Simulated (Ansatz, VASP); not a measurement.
## Na4F3 in VASP and in Ansatz

Contents of INCAR:

```
ALGO = Normal ; EDIFF = 1E-6
ENCUT = 520 ; GGA = PE
ISIF = 2 ; ISMEAR = 0
LASPH = T ; LCHARG = T
LELF = T ; LREAL = F
LVHAR = T ; LWAVE = F
NBANDS = 34 ; NELM = 60
PREC = Accurate ; SIGMA = 0.1
```

File KPOINTS:

```
k-points
0
Gamma
  4 4 4
```

Contents of POSCAR:

```
Na4F3
1.0
    4.2950090400      0.0000000000      0.0000000000
    0.0000000000      4.2950090400      0.0000000000
    0.0000000000      0.0000000000      4.2950090400
Na F
4 3
Direct
    0.3609275800      0.3609275800      0.3609275800
    0.6390724200      0.6390724200      0.3609275800
    0.6390724200      0.3609275800      0.6390724200
    0.3609275800      0.6390724200      0.6390724200
    0.0000000000      0.5000000000      0.5000000000
    0.5000000000      0.0000000000      0.5000000000
    0.5000000000      0.5000000000      0.0000000000
```

Input for Ansatz:

```yaml
crystal:
  lattice:
    - [4.29500904, 0.0, 0.0]
    - [0.0, 4.29500904, 0.0]
    - [0.0, 0.0, 4.29500904]
  atoms:
    - { symbol: Na, position: [0.36092758, 0.36092758, 0.36092758] }
    - { symbol: Na, position: [0.63907242, 0.63907242, 0.36092758] }
    - { symbol: Na, position: [0.63907242, 0.36092758, 0.63907242] }
    - { symbol: Na, position: [0.36092758, 0.63907242, 0.63907242] }
    - { symbol: F, position: [0.0, 0.5, 0.5] }
    - { symbol: F, position: [0.5, 0.0, 0.5] }
    - { symbol: F, position: [0.5, 0.5, 0.0] }
basis:
  ecutwfc: 420
kpoints:
  mp_grid: { grid: [4, 4, 4] }
hamiltonian:
  xc: pbe
scf:
  occupations: { method: gaussian, width: 0.1 }
  lower_state_search: "off"
output:
  forces: true
  stress: true
  eigenvalues: true
```

Alike in both runs: task single point; functional PBE; k mesh 4 × 4 × 4; occupations gaussian, width 0.1 eV; no spin polarisation.

```csv
,VASP,Ansatz
version,VASP 6.6.1,Ansatz 0.2.0
potentials or method,"VASP PAW PBE potentials, release 64 (Na_pv, F), cutoff 520 eV","scalar-relativistic, plane waves, PAW"
valence electrons in the cell,49,57
```

|  | VASP | Ansatz | Ansatz less VASP |
| --- | --- | --- | --- |
| gap on the k mesh at the Fermi level (eV) | none | none | - |
| rms of the force components (eV/Å) | 6.797 | 6.170 | -0.6262 |

Atom by atom the forces differ by 0.626 eV/Å (rms over components). A gap of «none» marks a metal or a gap that the smearing closes. The functional is the same, so the differences come from potentials, cutoffs and numerics. VASP's potentials hold 49 valence electrons a cell and Ansatz's 57, so a difference there can come from the potentials and not from the codes.

The k mesh is coarse, so the values compare programs but aren't converged.
